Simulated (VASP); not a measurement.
**W4C5: single point with PBEsol**

W4C5, a slab with vacuum:

```xyz
9
Lattice="2.8984 0.0000 0.0000 -1.4492 3.7810 0.0000 0.0000 0.0000 24.9444" Properties=species:S:1:pos:R:3 pbc="T T T"
W     1.4492    1.6664    8.5000
W     0.0000    3.3328   10.3772
W     0.0000    1.2066   12.2405
W     1.4490    2.9216   14.1077
C     0.0000    0.0536    8.8129
C     1.4492    1.7200   10.6900
C     0.0000    3.3717   12.5683
C     0.0000    1.4129   14.4838
C    -1.4487    4.2882   15.5051
```

| Quantity | Value |
| --- | --- |
| Program | VASP 6.6.1 |
| Task | single point |
| Functional | PBEsol |
| Potentials or basis | VASP PAW PBE potentials, release 64 (W_sv, C) |
| Cutoff | 520 eV |
| k mesh | 11 × 8 × 1 |
| Occupations | gaussian, width 0.1 eV |
| Spin | no spin polarisation |
| Dipole correction | yes |
| Further INCAR settings | ALGO = Normal; EDIFF = 1e-06; NBANDS = 48 |

The largest force is 1.652 eV/Å and the band gap on the k mesh is zero (bands 38 and 39 overlap by 1.39 eV).

Forces on the atoms (eV/Å):
```
W    0.008 -0.233  1.635
W    0.002  0.426 -0.674
W   -0.001 -0.002  0.000
W   -0.001 -0.041 -0.006
C   -0.002  0.017 -0.281
C   -0.007 -0.197 -0.777
C    0.001 -0.003 -0.002
C   -0.001  0.046 -0.024
C    0.001 -0.013  0.130
```

Levels at points of the mesh, in eV from the Fermi level:
```
           k point  band 35  band 36  band 37  band 38  band 39  band 40  band 41  band 42
(0.00, 0.00, 0.00)    -1.67    -1.05    -0.22     0.78     0.86     1.16     1.29     1.44
(0.00, 0.50, 0.00)    -1.63    -1.25    -1.16    -0.67    -0.61     0.20     1.02     1.36
```

Run time: 37 min on 1 thread of Intel Xeon 8259CL, with other jobs on the host, peak memory 0.66 GiB.

Caveat: the PAW data sets were made with another functional, which shifts forces and pressure a little; spin-orbit coupling is left out, which moves the levels of the heavy elements.
